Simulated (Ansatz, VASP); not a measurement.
# One calculation of As, two programs

```
CELL_PARAMETERS angstrom
-1.67531 1.67531 1.67531
1.67531 -1.67531 1.67531
1.67531 1.67531 -1.67531
ATOMIC_POSITIONS crystal
As 0.00000 0.00000 0.00000
```

Alike in both runs: functional r2SCAN; k mesh 13 × 13 × 13; occupations fermi-dirac, width 0.1 eV; no spin polarisation.

Ansatz relaxed the structure, and its values are those at the end. VASP's run is a single point on that final structure, the one shown.

|  | VASP | Ansatz |
| --- | --- | --- |
| version | VASP 6.6.1 | Ansatz 0.2.0 |
| potentials or method | VASP PAW PBE potentials, release 64 (As), cutoff 550 eV | plane waves (500 eV) with PAW, scalar-relativistic |
| valence electrons in the cell | 5 | 15 |

|  | VASP | Ansatz | Ansatz less VASP |
| --- | --- | --- | --- |
| pressure (GPa) | -0.1 | 0.0 | +0.08 |

VASP's potentials were made for PBE, not for r2SCAN. With one functional, cell and mesh, what is left measures potentials, basis and numerics. VASP's potentials hold 5 valence electrons a cell and Ansatz's 15, so a difference there can come from the potentials and not from the codes.
